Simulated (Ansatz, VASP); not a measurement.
**One calculation of C, two programs**

```xyz
4
Lattice="1.2160 -2.1480 0.0091 1.2233 2.1522 -0.0414 -0.0942 -0.0851 7.1477" Properties=species:S:1:pos:R:3 pbc="T T T"
C     1.2120    1.7491    5.3140
C     1.2021   -0.3988    1.6995
C     1.2063   -1.8208    1.7354
C     1.1714    0.2841    5.3304
```

Change from the starting cell: kmesh displaced: [10, 10, 4] Gamma-centred.

Alike in both runs: task single point; functional r2SCAN; k mesh 10 × 10 × 4; occupations gaussian, width 0.1 eV; no spin polarisation.

```csv
,VASP,Ansatz
version,VASP 6.6.1,Ansatz 0.2.0
potentials or method,"VASP PAW PBE potentials, release 64 (C), cutoff 520 eV","scalar-relativistic, plane waves, PAW"
valence electrons in the cell,16,16
```

VASP gave:

```
gap on the k mesh at the Fermi level (eV)                     : 1.10
least direct gap on the mesh (eV)                             : 1.10
pressure (GPa)                                                : -0.3
traceless stress, the component that is largest in VASP (GPa) : -9.19
rms of the force components (eV/Å)                            : 1.254
```

Problem. What did Ansatz give for the same quantities?

Solution. gap on the k mesh at the Fermi level (eV): 1.10; least direct gap on the mesh (eV): 1.10; pressure (GPa): -1.0; traceless stress, the component that is largest in VASP (GPa): -9.48; rms of the force components (eV/Å): 1.249.

VASP's potentials were made for PBE, not for r2SCAN. Atom by atom the forces differ by 0.006 eV/Å (rms over components). With one functional, cell and mesh, what is left measures potentials, basis and numerics.
